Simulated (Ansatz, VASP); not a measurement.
# ZnS: VASP beside Ansatz

```
Zn S
1.0
     3.84407    0.00000    0.00000
    -1.92203    3.32906    0.00000
     0.00000    0.00000    6.49378
Zn S
2 2
Direct
  0.33333 0.66667 0.00224
  0.66667 0.33333 0.50224
  0.33333 0.66667 0.37276
  0.66667 0.33333 0.87276
```

Change from the starting cell: strain along c alone, the other axes held, atoms relaxed: +3.0 %.

Alike in both runs: functional PBE; k mesh 12 × 12 × 4; occupations gaussian, width 0.02 eV; no spin polarisation.

Ansatz relaxed the structure, and its values are those at the end. VASP's run is a single point on that final structure, the one shown.

|  | VASP | Ansatz |
| --- | --- | --- |
| version | VASP 6.6.1 | Ansatz 0.2.0 |
| potentials or method | VASP PAW PBE potentials, release 64 (Zn, S), cutoff 520 eV | scalar-relativistic, plane waves, PAW |
| valence electrons in the cell | 36 | 36 |

|  | VASP | Ansatz | Ansatz less VASP |
| --- | --- | --- | --- |
| gap on the k mesh at the Fermi level (eV) | 1.87 | 1.86 | -0.002 |
| least direct gap on the mesh (eV) | 1.87 | 1.86 | -0.002 |
| pressure (GPa) | -1.8 | -1.9 | -0.13 |

Ansatz's warnings: stress scf threshold loose.
